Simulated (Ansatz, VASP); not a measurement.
This is a calculation of MgO for Ansatz 0.2.0.

Contents of input:

```
crystal:
  lattice:
    - [0.0, 2.30616, 2.30616]
    - [2.30616, 0.0, 2.30616]
    - [2.30616, 2.30616, 0.0]
  atoms:
    - { symbol: Mg, position: [0.5, 0.5, 0.5] }
    - { symbol: O, position: [0.75, 0.75, 0.75] }
hamiltonian:
  xc: { exchange: pbesol, correlation: pbesol, exx: { coeff: 0.25 } }
  pseudopotentials: { kind: paw }
kpoints:
  mp_grid: { grid: [5, 5, 5] }
scf:
  occupations: { method: fermi_dirac, width: 0.05 }
output:
  forces: true
  stress: true
  eigenvalues: true
relax:
  f_tol: 0.01
  max_steps: 40
  cell: { stress_tol: 0.05 }
```

**Question.** Translate it to VASP 6.6.1. Potentials there: VASP PAW PBE potentials, release 64 (Mg, O).

**Answer.** As run (the cutoff follows the program's own potentials):

File POSCAR:

```
MgO
1.0
    0.0000000000      2.3061600000      2.3061600000
    2.3061600000      0.0000000000      2.3061600000
    2.3061600000      2.3061600000      0.0000000000
Mg O
1 1
Direct
    0.5000000000      0.5000000000      0.5000000000
    0.7500000000      0.7500000000      0.7500000000
```

INCAR.step1

```
SYSTEM = MgO
  PREC = Accurate
  ENCUT = 600
  EDIFF = 1E-5
  ISMEAR = -1
  SIGMA = 0.05
  LREAL = .False.
  LASPH = .True.
  NELM = 80
  ALGO = Normal
  LWAVE = .True.
  LCHARG = .False.
  GGA = PE
  NBANDS = 11
```

INCAR.step2

```
SYSTEM = MgO
  PREC = Accurate
  ENCUT = 600
  EDIFF = 1E-6
  ISMEAR = -1
  SIGMA = 0.05
  LREAL = .False.
  LASPH = .True.
  NELM = 80
  ALGO = Normal
  ISIF = 3
  LWAVE = .False.
  LCHARG = .False.
  GGA = PS
  LHFCALC = .True.
  AEXX = 0.25
  PRECFOCK = Normal
  IBRION = 2
  NSW = 60
  EDIFFG = -0.01
  ISTART = 1
```

File KPOINTS:

```
Automatic mesh
0
Gamma
  5 5 5
  0 0 0
```

Potentials or basis: VASP PAW PBE potentials, release 64 (Mg, O).

Run with:

```console
$ cat potpaw_PBE.64/Mg/POTCAR potpaw_PBE.64/O/POTCAR > POTCAR
$ cp INCAR.step1 INCAR
$ mpirun -np 1 vasp_std > vasp.out
$ cp INCAR.step2 INCAR
$ mpirun -np 1 vasp_std > vasp.out
```

Both were run:

|  | VASP | Ansatz | Ansatz less VASP |
| --- | --- | --- | --- |
| gap on the k mesh at the Fermi level, each at its own relaxed structure (eV) | 6.02 | 5.99 | -0.031 |
| relaxed volume (Å³/atom) | 11.65 | 11.67 | +0.025 |
| relaxed cell length with the largest relative difference (Å) | 3.206 | 3.208 | +0.0023 |

VASP's potentials were made for PBE, not for PBEsol-based global hybrid. VASP's potentials hold 8 valence electrons a cell and Ansatz's 16, so a difference there can come from the potentials and not from the codes.

The k mesh is coarse, so the values compare programs but aren't converged. Noted on Ansatz's run: odd divisions of the mesh miss points on the zone boundary, where band edges often lie, so the gap on the mesh can be too wide; the plane-wave basis is chosen anew once the cell has moved, so the energies of steps on either side of that aren't comparable.
